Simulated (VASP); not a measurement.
# Ir (P6_3/mmc) in VASP: a series of runs, part 2 of 2

VASP 6.6.1. Earlier steps stand in the parts before.

### Step 3. Single point, PBEsol, collinear spin (14.96 Å³/atom)

This run uses another cell than the first one, of 14.96 Å³/atom.

INCAR

```
PREC = Accurate ; ENCUT = 520
EDIFF = 1E-6 ; ISMEAR = 0
SIGMA = 0.15 ; LREAL = F
LASPH = T ; NELM = 150
ALGO = Normal ; ISIF = 2
LWAVE = F ; LCHARG = F
ISPIN = 2 ; MAGMOM = 0.2 0.2
LORBIT = 11 ; NUPDOWN = 0.4
LMAXMIX = 4 ; GGA = PS
NBANDS = 20
```

KPOINTS

```
Automatic mesh
0
Gamma
  21 21 12
```

POSCAR

```
Ir
1.0
    2.7721480674      0.0000000000      0.0000000000
   -1.3860740337      2.4007506494      0.0000000000
    0.0000000000      0.0000000000      4.4945060960
Ir
2
Direct
    0.6666666667      0.3333333333      0.7500000000
    0.3333333333      0.6666666667      0.2500000000
```

Potentials or basis: VASP PAW PBE potentials, release 64 (Ir).

Run with:

```bash
$ cat potpaw_PBE.64/Ir/POTCAR > POTCAR
$ mpirun -np 1 vasp_std > vasp.out
```

OUTCAR:

```text
PREC = Accurate
   ENCUT = 520
   EDIFF = 1E-6
   ISMEAR = 0
   LREAL = F
   LASPH = T
   NELM = 150
   ISIF = 2
   ISPIN = 2
   LORBIT = 11
   NUPDOWN = 0.4
   GGA = PS

 ion  position               nearest neighbor table
   1  0.667  0.333  0.750-   2 2.76   2 2.76   2 2.76   2 2.76   2 2.76   2 2.76
   2  0.333  0.667  0.250-   1 2.76   1 2.76   1 2.76   1 2.76   1 2.76   1 2.76

  LATTYP: Found a hexagonal cell.
 ALAT       =     2.7721480674
 C/A-ratio  =     1.6213080928

  Lattice vectors:

 A1 = (   2.7721480674,   0.0000000000,   0.0000000000)
 A2 = (  -1.3860740337,   2.4007506494,   0.0000000000)
 A3 = (   0.0000000000,   0.0000000000,   4.4945060960)

Analysis of symmetry for initial positions (statically):
=====================================================================
 Subroutine PRICEL returns:
 Original cell was already a primitive cell.

 Routine SETGRP: Setting up the symmetry group for a
 hexagonal supercell.

 Subroutine GETGRP returns: Found 24 space group operations
 (whereof 12 operations were pure point group operations)
 out of a pool of 24 trial point group operations.

The static configuration has the point symmetry D_3d.
 The point group associated with its full space group is D_6h.

Analysis of symmetry for dynamics (positions and initial velocities):
=====================================================================
 Subroutine PRICEL returns:
 Original cell was already a primitive cell.

 Routine SETGRP: Setting up the symmetry group for a
 hexagonal supercell.

 Subroutine GETGRP returns: Found 24 space group operations
 (whereof 12 operations were pure point group operations)
 out of a pool of 24 trial point group operations.

The dynamic configuration has the point symmetry D_3d.
 The point group associated with its full space group is D_6h.

Analysis of structural, dynamic, and magnetic symmetry:
[... 151 lines left out ...]
 number of electron      17.9999999 magnetization       0.4000000

 Free energy of the ion-electron system (eV)
  ---------------------------------------------------
  ext. energy  EPLUGINS =         0.00000000
  ---------------------------------------------------
  free energy    TOTEN  =       -19.38122306 eV

  energy without entropy =      -19.35156448  energy(sigma->0) =      -19.36639377

 E-fermi :   9.3218     XC(G=0): -13.7760

 val. band max:        9.5009776221   @ k =   0.3333   0.3333   0.2500
 cond. band min:       9.3222141085   @ k =   0.3810   0.1905   0.1667
 fundamental gap:     -0.1787635137
 Fermi energy:         9.5015300169

 spin component 1

 k-point     1 :       0.0000    0.0000    0.0000
  band No.  band energies     occupation
      1      -1.3167      1.00000
      2       1.7199      1.00000
      3       5.7097      1.00000
      4       5.8122      1.00000
      5       5.8122      1.00000
      6       6.4150      1.00000
[... 541 lines left out ...]
     19      29.8542      0.00000
     20      31.4909      0.00000

 [... further k-points ...]

 spin component 2

 k-point     1 :       0.0000    0.0000    0.0000
  band No.  band energies     occupation
      1      -1.2694      1.00000
      2       1.8063      1.00000
      3       5.8372      1.00000
      4       5.9333      1.00000
      5       5.9333      1.00000
      6       6.5399      1.00000
[... 541 lines left out ...]
     19      29.9053      0.00000
     20      31.5557      0.00000

 [... further k-points ...]

------------------------ aborting loop because EDIFF is reached ----------------------------------------

  FORCE on cell =-STRESS in cart. coord.  units (eV):
  Direction    XX          YY          ZZ          XY          YZ          ZX
  --------------------------------------------------------------------------------------
  -------------------------------------------------------------------------------------
  Total       -3.3675214     -3.3675214     -3.4571300      0.0000000      0.0000000      0.0000000
  in kB     -180.3746476   -180.3746476   -185.1743544      0.0000000      0.0000000      0.0000000
  external PRESSURE =    -181.9745498 kB  Pullay stress =       0.0000000 kB

 VOLUME and BASIS-vectors are now :
 -----------------------------------------------------------------------------
  energy-cutoff  :      520.00
  volume of cell :       29.91
      direct lattice vectors                 reciprocal lattice vectors
     2.772148067  0.000000000  0.000000000     0.360731092  0.208268193  0.000000000
    -1.386074034  2.400750649  0.000000000     0.000000000  0.416536386  0.000000000
     0.000000000  0.000000000  4.494506096     0.000000000  0.000000000  0.222493858

 POSITION                                       TOTAL-FORCE (eV/Angst)
 -----------------------------------------------------------------------------------
      1.38607      0.80025      3.37088         0.000000     -0.000000      0.000000
     -0.00000      1.60050      1.12363         0.000000      0.000000      0.000000
 -----------------------------------------------------------------------------------
    total drift:                               -0.000000      0.000000     -0.000000

  FREE ENERGIE OF THE ION-ELECTRON SYSTEM (eV)
  ---------------------------------------------------
  free  energy   TOTEN  =       -19.3812230565 eV

  energy  without entropy=      -19.3515644786  energy(sigma->0) =      -19.36639377

 total charge

# of ion       s       p       d       tot
------------------------------------------
    1        0.637   0.670   6.899   8.206
    2        0.637   0.670   6.899   8.206
--------------------------------------------------
tot          1.273   1.340  13.797  16.411

 magnetization (x)

# of ion       s       p       d       tot
------------------------------------------
    1        0.001   0.001   0.194   0.196
    2        0.001   0.001   0.194   0.196
--------------------------------------------------
tot          0.002   0.001   0.388   0.391
```

stdout:

```text
POSCAR found type information on POSCAR Ir
 POSCAR found :  1 types and       2 ions
 scaLAPACK will be used
 -----------------------------------------------------------------------------
|                                                                             |
|                                                                             |
|     You enforced a specific xc type in the INCAR file but a different       |
|     I HOPE YOU KNOW WHAT YOU ARE DOING!                                     |
|                                                                             |
 -----------------------------------------------------------------------------

 LDA part: xc-table for (Slater+PW92), standard interpolation
 POSCAR, INCAR and KPOINTS ok, starting setup
 FFT: planning ... GRIDC
 FFT: planning ... GRID_SOFT
 FFT: planning ... GRID
 WAVECAR not read
 entering main loop
```

Run time: 2.8 min. Hardware: 1 thread of AMD EPYC 9R45 (Zen 5), shared host; peak memory 0.35 GiB.

Results:

| Item | Value |
| --- | --- |
| Free energy | -19.3812 eV |
| Pressure | -18.2 GPa |
| Net moment | 0.40 μB per cell |
| Site moments | Ir +0.20 μB |
| Valence electrons inside the program's atomic spheres | Ir 8.21 |

Stress tensor (GPa, compression positive):
```
-18.04   0.00   0.00
  0.00 -18.04   0.00
  0.00   0.00 -18.52
```

Caveat: the cell stands under tension; the PAW data sets were made with another functional, which shifts forces and pressure a little; spin-orbit coupling is left out, which moves the levels of the heavy elements; the total moment is fixed, so each spin has its own Fermi level.

### Step 4. Single point, PBEsol, collinear spin (14.96 Å³/atom)

This run uses another cell than the first one, of 14.96 Å³/atom.

INCAR

```
SYSTEM = Ir
ALGO = Normal
EDIFF = 1E-7
ENCUT = 520
GGA = PS
ISIF = 2
ISMEAR = 0
ISPIN = 2
LASPH = .TRUE.
LCHARG = .FALSE.
LMAXMIX = 4
LORBIT = 11
LREAL = .FALSE.
LWAVE = .FALSE.
MAGMOM = 0.4 0.4
NBANDS = 20
NELM = 150
NUPDOWN = 0.8
PREC = Accurate
SIGMA = 0.15
```

KPOINTS

```
k-points
0
G
  21 21 12
  0 0 0
```

POSCAR is that of step 3.

Potentials or basis: VASP PAW PBE potentials, release 64 (Ir).

Run with:

```bash
$ cat potpaw_PBE.64/Ir/POTCAR > POTCAR
$ mpirun -np 1 vasp_std > vasp.out
```

OUTCAR:

```text
SYSTEM = Ir
   EDIFF = 1E-7
   ENCUT = 520
   GGA = PS
   ISIF = 2
   ISMEAR = 0
   ISPIN = 2
   LASPH = .TRUE.
   LORBIT = 11
   LREAL = .FALSE.
   NELM = 150
   NUPDOWN = 0.8
   PREC = Accurate

 ion  position               nearest neighbor table
   1  0.667  0.333  0.750-   2 2.76   2 2.76   2 2.76   2 2.76   2 2.76   2 2.76
   2  0.333  0.667  0.250-   1 2.76   1 2.76   1 2.76   1 2.76   1 2.76   1 2.76

  LATTYP: Found a hexagonal cell.
 ALAT       =     2.7721480674
 C/A-ratio  =     1.6213080928

  Lattice vectors:

 A1 = (   2.7721480674,   0.0000000000,   0.0000000000)
 A2 = (  -1.3860740337,   2.4007506494,   0.0000000000)
 A3 = (   0.0000000000,   0.0000000000,   4.4945060960)

Analysis of symmetry for initial positions (statically):
=====================================================================
 Subroutine PRICEL returns:
 Original cell was already a primitive cell.

 Routine SETGRP: Setting up the symmetry group for a
 hexagonal supercell.

 Subroutine GETGRP returns: Found 24 space group operations
 (whereof 12 operations were pure point group operations)
 out of a pool of 24 trial point group operations.

The static configuration has the point symmetry D_3d.
 The point group associated with its full space group is D_6h.

Analysis of symmetry for dynamics (positions and initial velocities):
=====================================================================
 Subroutine PRICEL returns:
 Original cell was already a primitive cell.

 Routine SETGRP: Setting up the symmetry group for a
 hexagonal supercell.

 Subroutine GETGRP returns: Found 24 space group operations
 (whereof 12 operations were pure point group operations)
 out of a pool of 24 trial point group operations.

The dynamic configuration has the point symmetry D_3d.
 The point group associated with its full space group is D_6h.

Analysis of structural, dynamic, and magnetic symmetry:
=====================================================================
 Subroutine PRICEL returns:
 Original cell was already a primitive cell.

 Routine SETGRP: Setting up the symmetry group for a
[... 152 lines left out ...]
  free energy    TOTEN  =       -19.32812785 eV

  energy without entropy =      -19.29773537  energy(sigma->0) =      -19.31293161

 E-fermi :   9.2098     XC(G=0): -13.7748

 val. band max:        9.5617848200   @ k =   0.3333   0.3333   0.5000
 cond. band min:       9.2098675295   @ k =   0.1905   0.1429   0.0000
 fundamental gap:     -0.3519172905
 Fermi energy:         9.5623689008

 spin component 1

 k-point     1 :       0.0000    0.0000    0.0000
  band No.  band energies     occupation
      1      -1.3398      1.00000
      2       1.6795      1.00000
      3       5.6520      1.00000
      4       5.7553      1.00000
      5       5.7553      1.00000
      6       6.3566      1.00000
[... 541 lines left out ...]
     19      29.8296      0.00000
     20      31.4602      0.00000

 [... further k-points ...]

 spin component 2

 k-point     1 :       0.0000    0.0000    0.0000
  band No.  band energies     occupation
      1      -1.2452      1.00000
      2       1.8506      1.00000
      3       5.9050      1.00000
      4       5.9971      1.00000
      5       5.9971      1.00000
      6       6.6056      1.00000
[... 541 lines left out ...]
     19      29.9307      0.00000
     20      31.5890      0.00000

 [... further k-points ...]

------------------------ aborting loop because EDIFF is reached ----------------------------------------

  FORCE on cell =-STRESS in cart. coord.  units (eV):
  Direction    XX          YY          ZZ          XY          YZ          ZX
  --------------------------------------------------------------------------------------
  -------------------------------------------------------------------------------------
  Total       -3.1774564     -3.1774564     -3.3400683      0.0000000      0.0000000      0.0000000
  in kB     -170.1941900   -170.1941900   -178.9041758      0.0000000      0.0000000      0.0000000
  external PRESSURE =    -173.0975186 kB  Pullay stress =       0.0000000 kB

 VOLUME and BASIS-vectors are now :
 -----------------------------------------------------------------------------
  energy-cutoff  :      520.00
  volume of cell :       29.91
      direct lattice vectors                 reciprocal lattice vectors
     2.772148067  0.000000000  0.000000000     0.360731092  0.208268193  0.000000000
    -1.386074034  2.400750649  0.000000000     0.000000000  0.416536386  0.000000000
     0.000000000  0.000000000  4.494506096     0.000000000  0.000000000  0.222493858

 POSITION                                       TOTAL-FORCE (eV/Angst)
 -----------------------------------------------------------------------------------
      1.38607      0.80025      3.37088         0.000000     -0.000000      0.000000
     -0.00000      1.60050      1.12363        -0.000000      0.000000      0.000000
 -----------------------------------------------------------------------------------
    total drift:                               -0.000000      0.000000     -0.000000

  FREE ENERGIE OF THE ION-ELECTRON SYSTEM (eV)
  ---------------------------------------------------
  free  energy   TOTEN  =       -19.3281278453 eV

  energy  without entropy=      -19.2977353692  energy(sigma->0) =      -19.31293161

 total charge

# of ion       s       p       d       tot
------------------------------------------
    1        0.637   0.670   6.899   8.206
    2        0.637   0.670   6.899   8.206
--------------------------------------------------
tot          1.274   1.340  13.799  16.413

 magnetization (x)

# of ion       s       p       d       tot
------------------------------------------
    1        0.002   0.001   0.388   0.391
    2        0.002   0.001   0.388   0.391
--------------------------------------------------
tot          0.003   0.002   0.777   0.782
```

Wall time 3.3 min (1 thread of AMD EPYC 9R45 (Zen 5), shared host); peak memory 0.35 GiB.

What came out:

```
Free energy                                           : -19.3281 eV
Pressure                                              : -17.3 GPa
Net moment                                            : 0.80 μB per cell
Site moments                                          : Ir +0.39 μB
Valence electrons inside the program's atomic spheres : Ir 8.21
```

Stress tensor (GPa, compression positive):
```
-17.02   0.00   0.00
  0.00 -17.02   0.00
  0.00   0.00 -17.89
```

Caveat: the cell stands under tension; the PAW data sets were made with another functional, which shifts forces and pressure a little; spin-orbit coupling is left out, which moves the levels of the heavy elements; the total moment is fixed, so each spin has its own Fermi level.

### Step 5. The runs side by side

| fixed moment (μB) | cell | pressure (GPa) | moment (μB) |
| --- | --- | --- | --- |
| 1.4 | a = 2.719, b = 2.719, c = 4.408 Å, angles 90.0, 90.0, 120.0°, 2 atoms | 5.3 | 1.40 |
| 0.4 | a = 2.772, b = 2.772, c = 4.495 Å, angles 90.0, 90.0, 120.0°, 2 atoms | -18.2 | 0.40 |
| 0.8 | a = 2.772, b = 2.772, c = 4.495 Å, angles 90.0, 90.0, 120.0°, 2 atoms | -17.3 | 0.80 |

Alike in all rows: task single point; level PBEsol; potentials or basis VASP PAW PBE potentials, release 64 (Ir); spin collinear; k mesh 21 × 21 × 12; cutoff (eV) 520; smearing gaussian 0.15 eV.

Caveats: the PAW data sets were made with another functional, which shifts forces and pressure a little; spin-orbit coupling is left out, which moves the levels of the heavy elements; the total moment is fixed, so each spin has its own Fermi level; the cell stands under tension (at least some runs); the cell stands under pressure (at least some runs).

Total energies depend on the potentials used, so only differences within one code and one set of settings carry meaning.
